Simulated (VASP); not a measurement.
A run of VASP 6.6.1:

Contents of INCAR:

```
SYSTEM = Au
PREC = Accurate ; ENCUT = 600
EDIFF = 1E-6 ; ISMEAR = 0
SIGMA = 0.1 ; LREAL = .False.
LASPH = .True. ; NELM = 100
ALGO = Normal ; ISIF = 3
LWAVE = .False. ; LCHARG = .False.
GGA = PE ; IBRION = 2
NSW = 100 ; EDIFFG = -0.01
```

File KPOINTS:

```
regular mesh
0
Gamma
  18 18 6
  0 0 0
```

File POSCAR:

```
Au
1.0
    2.8678764908      0.0000000000      0.0000000000
   -1.4339382454      2.4836538960      0.0000000000
    0.0000000000      0.0000000000     10.5622071856
Au
4
Direct
    0.3333333333      0.6666666667      0.3814701726
    0.6666666667      0.3333333333      0.8814701726
    0.6666666667      0.3333333333      0.6185298274
    0.3333333333      0.6666666667      0.1185298274
```

Potentials or basis: VASP PAW PBE potentials, release 64 (Au).

Launch:

```console
$ cat potpaw_PBE.64/Au/POTCAR > POTCAR
$ mpirun -np 1 vasp_std > vasp.out
```

Hardware: 1 thread of Intel(R) Xeon(R) Platinum 8259CL CPU @ 2.50GHz (Skylake/Cascade Lake), with other jobs on the host.

Estimate the wall time of this run.

Wall time 19 min on 1 thread of Intel(R) Xeon(R) Platinum 8259CL CPU @ 2.50GHz (Skylake/Cascade Lake), on a shared host, peak memory 0.41 GiB. Counts: scf iterations 56, k points 148, ion steps 9.
